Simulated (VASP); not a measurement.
SbTeS:

```xyz
3
Lattice="4.2116 0.0000 0.0000 0.0000 4.2116 0.0000 0.0000 0.0000 4.4420" Properties=species:S:1:pos:R:3 pbc="T T T"
Sb    2.1058    2.1058    2.2210
Te    2.1058    2.1058    0.0000
S     0.0000    0.0000    0.0000
```

```yaml
Program: VASP 6.6.1
Task: relaxation of cell and atoms
Functional: PBE
Potentials_or_basis: VASP PAW PBE potentials, release 64 (Sb, Te, S)
Cutoff: 600 eV
k_mesh: 4 × 4 × 4
Occupations: gaussian, width 0.1 eV
Spin: no spin polarisation
```

At the start: pressure 39.5 GPa; volume 26.26 Å³/atom.

**Question.** Where does the relaxation end?

**Answer.** Over 12 steps the energy falls by 2144.6 meV/atom and the volume is 29.81 Å³/atom (+13.5 %); space group P4/mmm (No. 123, to 0.05 Å).

The path:
| step | energy change (eV) | largest force (eV/Å) | pressure (GPa) | volume (Å³) |
| --- | --- | --- | --- | --- |
| 1 | 0.0000 | 0.0000 | 39.45 | 78.79 |
| 2 | -4.3653 | 0.0000 | -6.27 | 150.56 |
| 3 | -4.5030 | 0.0000 | -6.47 | 145.95 |
| 4 | -4.6526 | 0.0000 | -6.71 | 141.40 |
| 5 | -5.8102 | 0.0000 | -6.40 | 110.46 |
| 6 | -5.3859 | 0.0000 | 0.53 | 94.72 |
| 7 | -5.8488 | 0.0000 | -5.61 | 107.15 |
| 8 | -5.8503 | 0.0000 | -5.32 | 106.17 |
| 9 | -6.4036 | 0.0000 | -1.36 | 92.05 |
| 10 | -6.4314 | 0.0000 | 0.21 | 89.12 |
| 11 | -6.4316 | 0.0000 | 0.39 | 88.79 |
| 12 | -6.4339 | 0.0000 | 0.09 | 89.44 |

Final structure:
```cif
data_structure
_symmetry_space_group_name_H-M 'P 1'
_symmetry_Int_Tables_number 1
_cell_length_a 3.8049
_cell_length_b 3.8049
_cell_length_c 6.1778
_cell_angle_alpha 90.000
_cell_angle_beta 90.000
_cell_angle_gamma 90.000
_cell_volume 89.44
loop_
_atom_site_label
_atom_site_type_symbol
_atom_site_fract_x
_atom_site_fract_y
_atom_site_fract_z
_atom_site_occupancy
Sb1 Sb 0.50000 0.50000 0.50000 1
Te1 Te 0.50000 0.50000 0.00000 1
S1 S 0.00000 0.00000 0.00000 1
```

Caveat: the k points lie up to 0.41 Å⁻¹ apart in the final cell.
